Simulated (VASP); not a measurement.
# CoO (Fm-3m) in VASP: a series of runs

The runs below take CoO through single point, with LDA.

Program: VASP 6.6.1. These are calculated values, not measurements. Logs are shortened: lines on timing, memory, paths and dates and some standing lists are left out, and cuts for length are marked.

## (1) The cell of the first run

It takes space group Fm-3m (No. 225, cubic). Conventional cell: a = 4.263 Å, b = 4.263 Å, c = 4.263 Å, α = 90.00°, β = 90.00°, γ = 90.00°. Co (site symmetry m-3m) has 6 O at 2.13 Å within 2.8 Å. O (site symmetry m-3m) has 6 Co at 2.13 Å within 2.8 Å.

## (2) Single point, LDA, collinear spin, ferromagnetic start

The input, INCAR:

```
SYSTEM = CoO
ALGO = Normal
EDIFF = 1E-6
ENCUT = 520
ISIF = 2
ISMEAR = 0
ISPIN = 2
LASPH = .TRUE.
LCHARG = .FALSE.
LMAXMIX = 4
LORBIT = 11
LREAL = .FALSE.
LWAVE = .FALSE.
MAGMOM = 2.7 0
NBANDS = 18
NELM = 150
PREC = Accurate
SIGMA = 0.05
```

The input, KPOINTS:

```
k-points
0
G
  12 12 12
  0 0 0
```

The input, POSCAR:

```
CoO
1.0
    0.0000000000      2.1315016559      2.1315016559
    2.1315016559      0.0000000000      2.1315016559
    2.1315016559      2.1315016559      0.0000000000
Co O
1 1
Direct
    0.0000000000      0.0000000000      0.0000000000
    0.5000000000      0.5000000000      0.5000000000
```

Potentials or basis: VASP PAW LDA potentials, release 64 (Co, O).

Launch:

```sh
$ cat potpaw_LDA.64/Co/POTCAR potpaw_LDA.64/O/POTCAR > POTCAR
$ mpirun -np 1 vasp_std > vasp.out
```

OUTCAR:

```text
SYSTEM = CoO
   EDIFF = 1E-6
   ENCUT = 520
   ISIF = 2
   ISMEAR = 0
   ISPIN = 2
   LASPH = .TRUE.
   LORBIT = 11
   LREAL = .FALSE.
   NELM = 150
   PREC = Accurate

 ion  position               nearest neighbor table
   1  0.000  0.000  0.000-   2 2.13   2 2.13   2 2.13   2 2.13   2 2.13   2 2.13
   2  0.500  0.500  0.500-   1 2.13   1 2.13   1 2.13   1 2.13   1 2.13   1 2.13

  LATTYP: Found a face centered cubic cell.
 ALAT       =     4.2630033118

  Lattice vectors:

 A1 = (   0.0000000000,   2.1315016559,   2.1315016559)
 A2 = (   2.1315016559,   0.0000000000,   2.1315016559)
 A3 = (   2.1315016559,   2.1315016559,   0.0000000000)

Analysis of symmetry for initial positions (statically):
=====================================================================
 Subroutine PRICEL returns:
 Original cell was already a primitive cell.

 Routine SETGRP: Setting up the symmetry group for a
 face centered cubic supercell.

 Subroutine GETGRP returns: Found 48 space group operations
 (whereof 48 operations were pure point group operations)
 out of a pool of 48 trial point group operations.

The static configuration has the point symmetry O_h .

Analysis of symmetry for dynamics (positions and initial velocities):
=====================================================================
 Subroutine PRICEL returns:
 Original cell was already a primitive cell.

 Routine SETGRP: Setting up the symmetry group for a
 face centered cubic supercell.

 Subroutine GETGRP returns: Found 48 space group operations
 (whereof 48 operations were pure point group operations)
 out of a pool of 48 trial point group operations.

The dynamic configuration has the point symmetry O_h .

Analysis of structural, dynamic, and magnetic symmetry:
=====================================================================
 Subroutine PRICEL returns:
 Original cell was already a primitive cell.

 Routine SETGRP: Setting up the symmetry group for a
 face centered cubic supercell.

 Subroutine GETGRP returns: Found 48 space group operations
 (whereof 48 operations were pure point group operations)
 out of a pool of 48 trial point group operations.

The overall configuration has the point symmetry O_h .

 Subroutine INISYM returns: Found 48 space group operations
 (whereof 48 operations are pure point group operations),
 and found     1 'primitive' translations

----------------------------------------------------------------------------------------

                                     Primitive cell

  volume of cell :      19.3681

  direct lattice vectors                    reciprocal lattice vectors
     0.000000000  2.131501656  2.131501656    -0.234576407  0.234576407  0.234576407
     2.131501656  0.000000000  2.131501656     0.234576407 -0.234576407  0.234576407
     2.131501656  2.131501656  0.000000000     0.234576407  0.234576407 -0.234576407

  length of vectors
     3.014398550  3.014398550  3.014398550     0.406298255  0.406298255  0.406298255

  position of ions in fractional coordinates (direct lattice)
     0.000000000  0.000000000  0.000000000
     0.500000000  0.500000000  0.500000000

  ion indices of the primitive-cell ions
   primitive index   ion index
                 1           1
                 2           2

----------------------------------------------------------------------------------------

 KPOINTS: k-points

Automatic generation of k-mesh.
 Grid dimensions read from file:
 generate k-points for:   12   12   12

 Generating k-lattice:

  Cartesian coordinates                     Fractional coordinates (reciprocal lattice)
    -0.019548034  0.019548034  0.019548034     0.083333333  0.000000000  0.000000000
     0.019548034 -0.019548034  0.019548034     0.000000000  0.083333333  0.000000000
     0.019548034  0.019548034 -0.019548034     0.000000000  0.000000000  0.083333333

  Length of vectors
     0.033858188  0.033858188  0.033858188

  Shift w.r.t. Gamma in fractional coordinates (k-lattice)
     0.000000000  0.000000000  0.000000000

 Subroutine IBZKPT returns following result:
 ===========================================

 Found     72 irreducible k-points:

 Following reciprocal coordinates:
            Coordinates               Weight
  0.000000  0.000000  0.000000      1.000000
  0.083333  0.000000  0.000000      8.000000
  0.166667  0.000000  0.000000      8.000000
  0.250000  0.000000  0.000000      8.000000
  0.333333  0.000000  0.000000      8.000000
  0.416667  0.000000  0.000000      8.000000
[... 16 lines left out ...]
  0.500000  0.166667  0.000000     24.000000
 -0.416667  0.166667  0.000000     24.000000
 [... further k-points ...]
   k-points           NKPTS =     72   k-points in BZ     NKDIM =     72   number of bands    NBANDS=     18
   number of dos      NEDOS =    301   number of ions     NIONS =      2
   total plane-waves  NPLWV =  13824
   dimension x,y,z NGX =    24 NGY =   24 NGZ =   24
   dimension x,y,z NGXF=    48 NGYF=   48 NGZF=   48
   ions per type =               1   1
   NGX,Y,Z   is equivalent  to a cutoff of  13.24, 13.24, 13.24 a.u.
   NGXF,Y,Z  is equivalent  to a cutoff of  26.47, 26.47, 26.47 a.u.
 SYSTEM =  CoO
   PREC   = accura    normal or accurate (medium, high low for compatibility)
   ISTART =      0    job   : 0-new  1-cont  2-samecut
   ICHARG =      2    charge: 1-file 2-atom 10-const
   ISPIN  =      2    spin polarized calculation?
   LNONCOLLINEAR =      F non collinear calculations
   LSORBIT =      F    spin-orbit coupling
   LASPH  =      T    aspherical Exc in radial PAW
   ENCUT  =  520.0 eV  38.22 Ry    6.18 a.u.   5.60  5.60  5.60*2*pi/ulx,y,z
   NELM   =    150;   NELMIN=  2; NELMDL= -5     # of ELM steps
   EDIFF  = 0.1E-05   stopping-criterion for ELM
   LREAL  =      F    real-space projection
   EDIFFG = 0.1E-04   stopping-criterion for IOM
   NSW    =      0    number of steps for IOM
   IBRION =     -1    ionic relax: 0-MD 1-quasi-New 2-CG
   NFREE  =      0    steps in history (QN), initial steepest desc. (CG)
   ISIF   =      2    stress and relaxation
   ISYM   =      2    0-nonsym 1-usesym 2-fastsym
   POTIM  = 0.5000    time-step for ionic-motion
   TEBEG  =    0.0;   TEEND  =   0.0 temperature during run
   PSTRESS=    0.0 pullay stress
   NELECT =      15.0000    total number of electrons
   NUPDOWN=      -1.0000    fix difference up-down
   EMIN   =  10.00;   EMAX   =-10.00  energy-range for DOS
   EFERMI =   0.00;   METHOD = LEGACY
   ISMEAR =     0;   SIGMA  =   0.05  broadening in eV -4-tet -1-fermi 0-gaus
   EFERMI_NEDOS =   21; number of points for ismear=-14 and -15
   IALGO  =     38    algorithm
   IMIX   =      4    mixing-type and parameters
     AMIX     =   0.40;   BMIX     =  1.00
     AMIX_MAG =   1.60;   BMIX_MAG =  1.00
  volume/ion in A,a.u.               =       9.68        65.35
  Fermi-wavevector in a.u.,A,eV,Ry     =   1.503406  2.841025 30.752286  2.260229
  Thomas-Fermi vector in A             =   2.614520
   LORBIT       =     11    0 simple, 1 ext, 2 COOP (PROOUT), +10 PAW based schemes
   GGA     = CA    functional components
   LHFCALC =     F    Hartree Fock is set to
   AEXX    =    0.0000 exact exchange contribution
   IVDW    =     0    specifies the selected vdW correction
   LEPSILON=     F    determine dielectric tensor
   LRPA    =     F    only Hartree local field effects (RPA)
 spin polarized calculation
 Gauss-broadening in eV      SIGMA  =   0.05
  energy-cutoff  :      520.00
  volume of cell :       19.37
 maximum number of plane-waves:       544
   NGX = 11   NGY = 11   NGZ = 11

 number of electron      15.0000007 magnetization       2.7400777

 Free energy of the ion-electron system (eV)
  ---------------------------------------------------
  ext. energy  EPLUGINS =         0.00000000
  ---------------------------------------------------
  free energy    TOTEN  =       -14.63987664 eV

  energy without entropy =      -14.63431913  energy(sigma->0) =      -14.63709788

 E-fermi :   7.6070     XC(G=0): -12.8749

 val. band max:        7.6035050383   @ k =   0.2500   0.2500   0.0000
 cond. band min:       7.6099822405   @ k =   0.4167   0.2500   0.0000
 fundamental gap:      0.0064772022
 Fermi energy:         7.6070084478

 spin component 1

 k-point     1 :       0.0000    0.0000    0.0000
  band No.  band energies     occupation
      1     -12.4470      1.00000
      2       4.3152      1.00000
      3       4.3152      1.00000
      4       4.3152      1.00000
      5       4.6575      1.00000
      6       4.6575      1.00000
[... 10 lines left out ...]
     17      28.7916      0.00000
     18      32.3340      0.00000
[... 463 lines left out ...]
 k-point    24 :      -0.4167    0.1667    0.0000
  band No.  band energies     occupation
      1     -11.1335      1.00000
      2      -0.2064      1.00000
      3       1.5683      1.00000
      4       1.7318      1.00000
      5       5.2974      1.00000
      6       5.4140      1.00000
[... 10 lines left out ...]
     17      34.9896      0.00000
     18      36.3143      0.00000

 [... further k-points ...]

 spin component 2

 k-point     1 :       0.0000    0.0000    0.0000
  band No.  band energies     occupation
      1     -11.9649      1.00000
      2       4.8560      1.00000
      3       4.8560      1.00000
      4       4.8560      1.00000
      5       6.5152      1.00000
      6       6.5152      1.00000
[... 10 lines left out ...]
     17      29.5726      0.00000
     18      33.0852      0.00000
[... 463 lines left out ...]
 k-point    24 :      -0.4167    0.1667    0.0000
  band No.  band energies     occupation
      1     -10.6141      1.00000
      2       0.3434      1.00000
      3       2.4524      1.00000
      4       2.7968      1.00000
      5       7.3377      1.00000
      6       7.4517      0.99999
[... 10 lines left out ...]
     17      35.3713      0.00000
     18      36.8322      0.00000

 [... further k-points ...]
[... 5 lines left out ...]
  --------------------------------------------------------------------------------------
  -------------------------------------------------------------------------------------
  Total       -2.5421520     -2.5421520     -2.5421520     -0.0000000     -0.0000000      0.0000000
  in kB     -210.2931250   -210.2931250   -210.2931250     -0.0000000     -0.0000000      0.0000000
  external PRESSURE =    -210.2931250 kB  Pullay stress =       0.0000000 kB

 VOLUME and BASIS-vectors are now :
 -----------------------------------------------------------------------------
  energy-cutoff  :      520.00
  volume of cell :       19.37
      direct lattice vectors                 reciprocal lattice vectors
     0.000000000  2.131501656  2.131501656    -0.234576407  0.234576407  0.234576407
     2.131501656  0.000000000  2.131501656     0.234576407 -0.234576407  0.234576407
     2.131501656  2.131501656  0.000000000     0.234576407  0.234576407 -0.234576407

 POSITION                                       TOTAL-FORCE (eV/Angst)
 -----------------------------------------------------------------------------------
      0.00000      0.00000      0.00000         0.000000      0.000000      0.000000
      2.13150      2.13150      2.13150         0.000000      0.000000      0.000000
 -----------------------------------------------------------------------------------
    total drift:                                0.000000     -0.000000     -0.000000

  FREE ENERGIE OF THE ION-ELECTRON SYSTEM (eV)
  ---------------------------------------------------
  free  energy   TOTEN  =       -14.6398766429 eV

  energy  without entropy=      -14.6343191253  energy(sigma->0) =      -14.63709788

 total charge

# of ion       s       p       d       tot
------------------------------------------
    1        0.295   0.356   7.186   7.837
    2        1.546   3.377   0.000   4.923
--------------------------------------------------
tot          1.841   3.734   7.186  12.760

 magnetization (x)

# of ion       s       p       d       tot
------------------------------------------
    1        0.019   0.017   2.356   2.393
    2        0.028   0.261   0.000   0.289
--------------------------------------------------
tot          0.047   0.278   2.356   2.682
```

Wall time 82 s (1 thread of Intel Xeon 8259CL, shared host); peak memory 0.16 GiB.

What came out:

```
Free energy                                           : -14.6399 eV
Pressure                                              : -21.0 GPa
Net moment                                            : 2.74 μB per cell
Site moments                                          : Co +2.39; O +0.29 μB
Valence electrons inside the program's atomic spheres : Co 7.84; O 4.92
```

Levels at points of the mesh, in eV from the Fermi level:
Spin up:
| k point | band 6 | band 7 | band 8 | band 9 | band 10 | band 11 | band 12 | band 13 |
| --- | --- | --- | --- | --- | --- | --- | --- | --- |
| (0.00, 0.00, 0.00) | -2.95 | -2.95 | -2.93 | -2.93 | 0.93 | 16.61 | 17.93 | 17.93 |
| (0.50, 0.00, 0.00) | -2.19 | -1.69 | 0.25 | 0.25 | 4.90 | 9.11 | 13.19 | 13.19 |
| (0.50, 0.50, 0.00) | -2.57 | -2.05 | -1.91 | -1.91 | 5.71 | 9.55 | 11.54 | 15.45 |
Spin down:
```tsv
k point	band 2	band 3	band 4	band 5	band 6	band 7	band 8	band 9	band 10	band 11
(0.00, 0.00, 0.00)	-2.75	-2.75	-2.75	-1.09	-1.09	-1.09	-0.45	-0.45	1.44	16.70
(0.50, 0.00, 0.00)	-7.72	-4.87	-4.87	-0.13	-0.13	0.18	2.27	2.27	5.24	9.82
(0.50, 0.50, 0.00)	-6.52	-3.99	-3.99	-2.23	0.01	0.16	0.16	0.51	6.40	10.03
```

Caveat: the cell stands under tension; a cell with one magnetic atom can't hold antiferromagnetic order, which such compounds often take; semilocal functionals often make such compounds metallic where correlation or magnetic order opens a gap, which also shifts bond lengths. With open d or f shells a metallic result of LDA can be an artefact of self-interaction; +U or a hybrid may open a gap.

## (3) Single point, LDA, collinear spin, antiferromagnetic start

This run uses another cell than the first one: it holds 4 atoms, not 2.

The input, INCAR:

```
ALGO = Normal
EDIFF = 1E-6
ENCUT = 520
GGA = CA
ISIF = 2
ISMEAR = 0
ISPIN = 2
LASPH = T
LCHARG = F
LMAXMIX = 4
LORBIT = 11
LREAL = F
LWAVE = F
MAGMOM = 3 -3 0 0
NBANDS = 27
NELM = 150
PREC = Accurate
SIGMA = 0.05
```

The input, KPOINTS:

```
k-points
0
Gamma
  14 14 7
```

The input, POSCAR:

```
CoO
1.0
    0.0000000000      2.1315016559      2.1315016559
    4.2630033118      2.1315016559      2.1315016559
    4.2630033118      4.2630033118      0.0000000000
Co O
2 2
Direct
    0.0000000000      0.0000000000      0.0000000000
    0.0000000000      0.0000000000      0.5000000000
    0.5000000000      0.5000000000      0.0000000000
    0.5000000000      0.5000000000      0.5000000000
```

Potentials or basis: VASP PAW LDA potentials, release 64 (Co, O).

Launch:

```sh
$ cat potpaw_LDA.64/Co/POTCAR potpaw_LDA.64/O/POTCAR > POTCAR
$ mpirun -np 1 vasp_std > vasp.out
```

Wall time 12 min (1 thread of Intel Xeon 8259CL, shared host); peak memory 0.34 GiB.

The run converged. Its results:

| Quantity | Value |
| --- | --- |
| Free energy | -29.1091 eV |
| Pressure | -22.9 GPa |
| Band gap on the k mesh | zero (filled and empty bands overlap) |
| Net moment | 0.00 μB per cell |
| Site moments | Co +2.16, -2.16; O -0.09, +0.09 μB |
| Valence electrons inside the program's atomic spheres | Co 7.86; O 4.91 |

Stress tensor (GPa, compression positive):
```
-19.87   0.00   0.00
  0.00 -24.40   0.00
  0.00   0.00 -24.40
```

Levels at points of the mesh, in eV from the Fermi level:
Spin up:
| k point | band 13 | band 14 | band 15 | band 16 | band 17 | band 18 |
| --- | --- | --- | --- | --- | --- | --- |
| (0.00, 0.00, 0.00) | -2.20 | -1.48 | -0.22 | -0.22 | -0.20 | 0.23 |
| (0.50, 0.00, 0.00) | -0.02 | 0.02 | 0.60 | 0.61 | 2.16 | 2.24 |
| (0.50, 0.50, 0.00) | -1.74 | -0.41 | -0.41 | 0.20 | 0.28 | 0.39 |
Spin down:
| k point | band 12 | band 13 | band 14 | band 15 | band 16 | band 17 | band 18 | band 19 |
| --- | --- | --- | --- | --- | --- | --- | --- | --- |
| (0.00, 0.00, 0.00) | -2.20 | -2.20 | -1.48 | -0.22 | -0.22 | -0.20 | 0.23 | 1.21 |
| (0.50, 0.00, 0.00) | -0.39 | -0.02 | 0.02 | 0.60 | 0.61 | 2.16 | 2.24 | 5.07 |
| (0.50, 0.50, 0.00) | -2.04 | -1.74 | -0.41 | -0.41 | 0.20 | 0.28 | 0.39 | 5.86 |

Caveat: the cell stands under tension; semilocal functionals often make such compounds metallic where correlation or magnetic order opens a gap, which also shifts bond lengths.
